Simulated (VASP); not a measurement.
# BeC2 (I4/mmm) in VASP: vibrations by perturbation theory with LDA

Aim: the vibrations by perturbation theory of BeC2 with LDA.

All numbers are computed with VASP 6.6.1; they aren't measurements. Logs are shortened: lines on timing, memory, paths and dates and some standing lists are left out, and cuts for length are marked.

**1. The cell of the first run**

The structure is tetragonal, space group I4/mmm (No. 139). The conventional cell has a = 3.551 Å, b = 3.551 Å, c = 4.642 Å, α = 90.00°, β = 90.00°, γ = 90.00°. Be (site symmetry 4/mmm) has 2 C at 1.70 Å within 2.3 Å. Within 1.7 Å of C (site symmetry 4mm) lie 1 C at 1.24 Å and 1 Be at 1.70 Å.

**2. Vibrations by perturbation theory, LDA**

INCAR reads:

```
  ALGO = Normal
  EDIFF = 1E-8
  ENCUT = 520
  GGA = CA
  IBRION = 8
  ISIF = 2
  ISMEAR = 0
  LASPH = True
  LCHARG = True
  LEPSILON = True
  LREAL = False
  LWAVE = False
  NELM = 100
  NSW = 1
  PREC = Accurate
  SIGMA = 0.01
```

KPOINTS reads:

```
k-points
0
Gamma
  12 12 12
```

POSCAR reads:

```
BeC2
1.0
   -1.7757233593      1.7757233593      2.3208842392
    1.7757233593     -1.7757233593      2.3208842392
    1.7757233593      1.7757233593     -2.3208842392
Be C
1 2
Direct
    0.0000000000      0.0000000000      0.0000000000
    0.6340594765      0.6340594765      0.0000000000
    0.3659405235      0.3659405235      0.0000000000
```

Potentials or basis: VASP PAW LDA potentials, release 64 (Be, C).

Run with:

```sh
cat potpaw_LDA.64/Be/POTCAR potpaw_LDA.64/C/POTCAR > POTCAR
mpirun -np 1 vasp_std > vasp.out
```

OUTCAR:

```text
EDIFF = 1E-8
   ENCUT = 520
   GGA = CA
   IBRION = 8
   ISIF = 2
   ISMEAR = 0
   LASPH = True
   LEPSILON = True
   LREAL = False
   NELM = 100
   NSW = 1
   PREC = Accurate

 ion  position               nearest neighbor table
   1  0.000  0.000  0.000-   2 1.70   3 1.70
   2  0.634  0.634  0.000-   3 1.24   1 1.70
   3  0.366  0.366  0.000-   2 1.24   1 1.70

  LATTYP: Found a body centered tetragonal cell.
 ALAT       =     3.5514467186
 C/A-ratio  =     1.3070077763

  Lattice vectors:

 A1 = (  -1.7757233593,   1.7757233593,   2.3208842392)
 A2 = (   1.7757233593,  -1.7757233593,   2.3208842392)
 A3 = (   1.7757233593,   1.7757233593,  -2.3208842392)

Analysis of symmetry for initial positions (statically):
=====================================================================
 Subroutine PRICEL returns:
 Original cell was already a primitive cell.

 Routine SETGRP: Setting up the symmetry group for a
 body centered tetragonal supercell.

 Subroutine GETGRP returns: Found 16 space group operations
 (whereof 16 operations were pure point group operations)
 out of a pool of 16 trial point group operations.

The static configuration has the point symmetry D_4h.

Analysis of symmetry for dynamics (positions and initial velocities):
=====================================================================
 Subroutine PRICEL returns:
 Original cell was already a primitive cell.

 Routine SETGRP: Setting up the symmetry group for a
 body centered tetragonal supercell.

 Subroutine GETGRP returns: Found 16 space group operations
 (whereof 16 operations were pure point group operations)
 out of a pool of 16 trial point group operations.

The dynamic configuration has the point symmetry D_4h.

 Subroutine INISYM returns: Found 16 space group operations
 (whereof 16 operations are pure point group operations),
 and found     1 'primitive' translations

----------------------------------------------------------------------------------------

                                     Primitive cell

  volume of cell :      29.2728

  direct lattice vectors                    reciprocal lattice vectors
    -1.775723359  1.775723359  2.320884239     0.000000000  0.281575391  0.215435131
     1.775723359 -1.775723359  2.320884239     0.281575391  0.000000000  0.215435131
     1.775723359  1.775723359 -2.320884239     0.281575391  0.281575391  0.000000000

  length of vectors
     3.419486884  3.419486884  3.419486884     0.354537723  0.354537723  0.398207737

  position of ions in fractional coordinates (direct lattice)
     0.000000000  0.000000000  0.000000000
     0.634059476  0.634059476  0.000000000
     0.365940524  0.365940524  0.000000000

  ion indices of the primitive-cell ions
   primitive index   ion index
                 1           1
                 2           2
                 3           3

----------------------------------------------------------------------------------------

 KPOINTS: k-points

Automatic generation of k-mesh.
 Grid dimensions read from file:
 generate k-points for:   12   12   12

 Generating k-lattice:

[... 461 lines left out ...]

 PIEZOELECTRIC TENSOR FIELD DIRECTION 3  (C/m^2)
 -----------------------------------------------------------------------------
    -0.00024  0.00000  0.00000
     0.00000 -0.00024 -0.00000
     0.00000  0.00000  0.00091

--------------------------------------- Ionic step        4  -------------------------------------------

------------------------ aborting loop because EDIFF is reached ----------------------------------------

[... ionic steps 5 to 5 ...]

--------------------------------------- Ionic step        6  -------------------------------------------

------------------------ aborting loop because EDIFF is reached ----------------------------------------

--------------------------------------- Ionic step        7  -------------------------------------------

------------------------ aborting loop because EDIFF is reached ----------------------------------------

[... ionic steps 8 to 8 ...]

--------------------------------------- Ionic step        9  -------------------------------------------

 Free energy of the ion-electron system (eV)
  ---------------------------------------------------
  ---------------------------------------------------
  free energy    TOTEN  =        -0.13867651 eV

  energy without entropy =       -0.13867651

------------------------ aborting loop because EDIFF is reached ----------------------------------------

 INTERNAL STRAIN TENSOR  FOR ION    2  DIRECTION 3   (eV/Angst):
 -----------------------------------------------------------------------------
    -0.49331  0.00000  0.00000
     0.00000 -0.49331 -0.00000
     0.00000  0.00000-75.32821

 MACROSCOPIC STATIC DIELECTRIC TENSOR (including local field effects in DFT)
 ------------------------------------------------------
           6.353245     0.000000     0.000000
           0.000000     6.353245     0.000000
          -0.000000     0.000000     7.920281
 ------------------------------------------------------

 PIEZOELECTRIC TENSOR (including local field effects)  for field in x, y, z        (e  Angst)
          XX          YY          ZZ          XY          YZ          ZX
  --------------------------------------------------------------------------------
  x     0.00000     0.00000     0.00000     0.00000     0.00000     0.00000
  y     0.00000     0.00000     0.00000     0.00000     0.00000     0.00000
  z     0.00000     0.00000     0.00000     0.00000     0.00000     0.00000

 PIEZOELECTRIC TENSOR (including local field effects)  for field in x, y, z        (C/m^2)
          XX          YY          ZZ          XY          YZ          ZX
  --------------------------------------------------------------------------------
  x     0.00000     0.00000     0.00000     0.00000     0.00000     0.00000
  y     0.00000     0.00000     0.00000     0.00000     0.00000     0.00000
  z     0.00000     0.00000     0.00000     0.00000     0.00000     0.00000

 BORN EFFECTIVE CHARGES (including local field effects) (in |e|, cummulative output)
 ---------------------------------------------------------------------------------
 ion    1
    1     2.77648    -0.00000     0.00000
    2    -0.00000     2.77648     0.00000
    3     0.00000    -0.00000     1.67447
 ion    2
    1    -1.38824    -0.00000     0.00000
    2     0.00000    -1.38824     0.00000
    3     0.00000     0.00000    -0.83724
 ion    3
    1    -1.38824    -0.00000     0.00000
    2     0.00000    -1.38824     0.00000
    3     0.00000    -0.00000    -0.83724

 INTERNAL STRAIN TENSOR FOR ION    3 for displacements in x,y,z  (eV/Angst):
          X           Y           Z          XY          YZ          ZX
  --------------------------------------------------------------------------------
  x     0.00000     0.00000     0.00000     0.00000     0.00000    -1.59661
  y     0.00000     0.00000     0.00000     0.00000    -2.13381     0.00000
  z     0.49331     0.49331    75.32821     0.00000     0.00000     0.00000

 SECOND DERIVATIVES (NOT SYMMETRIZED)
 ------------------------------------
               1X          1Y          1Z          2X          2Y          2Z          3X          3Y          3Z
  1X     4.225464    0.000000    0.000000   -2.112732    0.000000    0.000000   -2.112732    0.000000    0.000000
  1Y     0.000000    4.225464    0.000000    0.000000   -2.112732    0.000000    0.000000   -2.112732    0.000000
  1Z     0.000000    0.000000  -28.174488    0.000000    0.000000   14.087244    0.000000    0.000000   14.087244
  2X    -2.112159    0.000000    0.000000   -3.031628    0.000000    0.000000    5.143788    0.000000    0.000000
  2Y     0.000000   -2.112159    0.000000    0.000000   -3.031628    0.000000    0.000000    5.143788    0.000000
  2Z     0.000000    0.000000   14.090902    0.000000    0.000000  -93.723002    0.000000    0.000000   79.632100
  3X    -2.112159    0.000000    0.000000    5.143788    0.000000    0.000000   -3.031628    0.000000    0.000000
  3Y     0.000000   -2.112159    0.000000    0.000000    5.143788    0.000000    0.000000   -3.031628    0.000000
  3Z     0.000000    0.000000   14.090902    0.000000    0.000000   79.632100    0.000000    0.000000  -93.723002

 Eigenvectors and eigenvalues of the dynamical matrix
 ----------------------------------------------------

   1 f  =   59.392206 THz   373.172236 2PiTHz 1981.110744 cm-1   245.626317 meV
             X         Y         Z           dx          dy          dz
      0.000000  0.000000  0.000000    -0.000000    0.000000   -0.000000
      0.000000  0.000000  2.943157     0.000000   -0.000000   -0.707107
      0.000000  0.000000  1.698611    -0.000000    0.000000    0.707107
[... 43 lines left out ...]
   9 f/i=   12.552198 THz    78.867784 2PiTHz  418.696245 cm-1    51.911695 meV
             X         Y         Z           dx          dy          dz
      0.000000  0.000000  0.000000     0.851457   -0.047354    0.000000
      0.000000  0.000000  2.943157    -0.368739    0.020508   -0.000000
      0.000000  0.000000  1.698611    -0.368739    0.020508   -0.000000

--------------------------------------------------------------------------------------------------------

 MACROSCOPIC STATIC DIELECTRIC TENSOR IONIC CONTRIBUTION
 ------------------------------------------------------
          -0.000000    -0.000000     0.000000
          -0.000000     0.000000    -0.000000
           0.000000    -0.000000     0.615128
 ------------------------------------------------------

 ELASTIC MODULI CONTR FROM IONIC RELAXATION (kBar)
 Direction    XX          YY          ZZ          XY          YZ          ZX
 --------------------------------------------------------------------------------
 XX          -0.1537     -0.1537    -23.4649      0.0000     -0.0000      0.0000
 YY          -0.1537     -0.1537    -23.4649      0.0000     -0.0000      0.0000
 ZZ         -23.4649    -23.4649  -3583.0686      0.0000     -0.0000      0.0000
 XY           0.0000      0.0000      0.0000      0.0000      0.0000      0.0000
 YZ          -0.0000     -0.0000     -0.0000      0.0000    -60.9648     -0.0000
 ZX           0.0000      0.0000      0.0000      0.0000     -0.0000    -34.1322
 --------------------------------------------------------------------------------

 PIEZOELECTRIC TENSOR IONIC CONTR  for field in x, y, z        (C/m^2)
          XX          YY          ZZ          XY          YZ          ZX
  --------------------------------------------------------------------------------
  x     0.00000     0.00000     0.00000     0.00000    -0.00000    -0.00000
  y    -0.00000    -0.00000    -0.00000     0.00000    -0.00000     0.00000
  z     0.00000     0.00000     0.00000     0.00000     0.00000    -0.00000
```

Wall time 11 min (1 thread of Intel Xeon Platinum 8259CL at 2.50GHz (Skylake/Cascade Lake), shared host); peak memory 0.41 GiB.

Results:

- Electronic dielectric tensor (diagonal): 6.35, 6.35, 7.92
- Born charges (mean of the diagonal): Be +2.41; C -1.20 e
- Highest phonon frequency at Γ: 1981 cm⁻¹
- Most unstable mode: 419i cm⁻¹

Phonon frequencies in cm⁻¹ (negative: imaginary):
```csv
q point,frequencies
"(0.000, 0.000, 0.000)",-419 -419 0 0 0 430 430 1081 1981
```

Electronic dielectric tensor:
```
6.35 0.00 0.00
0.00 6.35 0.00
0.00 0.00 7.92
```

Born effective charge tensors (e):
atom 1, Be
```
2.78 0.00 0.00
0.00 2.78 0.00
0.00 0.00 1.67
```
atom 2, C
```
-1.39  0.00  0.00
 0.00 -1.39  0.00
 0.00  0.00 -0.84
```
atom 3, C
```
-1.39  0.00  0.00
 0.00 -1.39  0.00
 0.00  0.00 -0.84
```

Caveat: some modes are imaginary.
